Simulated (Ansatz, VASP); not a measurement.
Eu: VASP beside Ansatz

```xyz
1
Lattice="-2.3030 2.3030 2.3030 2.3030 -2.3030 2.3030 2.3030 2.3030 -2.3030" Properties=species:S:1:pos:R:3 pbc="T T T"
Eu    0.0000    0.0000    0.0000
```

Alike in both runs: task single point; functional PBE; k mesh 14 × 14 × 14; occupations gaussian, width 0.05 eV; collinear spin.

|  | VASP | Ansatz |
| --- | --- | --- |
| version | VASP 6.6.1 | Ansatz 0.2.0 |
| potentials or method | VASP PAW PBE potentials, release 64 (Eu), cutoff 520 eV | scalar-relativistic, plane waves, PAW |
| valence electrons in the cell | 17 | 17 |

VASP gave:

* gap on the k mesh at the Fermi level (eV): none
* pressure (GPa): -1.8
* net moment per atom (μB): 7.33
* size of the moment on the site where the two differ most (μB): 6.70

Task: Which values does Ansatz return?

Result: gap on the k mesh at the Fermi level (eV): none; pressure (GPa): -1.6; net moment per atom (μB): 7.33; size of the moment on the site where the two differ most (μB): 7.08.

Site moments also hang on the region over which each program counts them. A gap of «none» marks a metal or a gap that the smearing closes.

Neither program's run includes spin-orbit coupling.
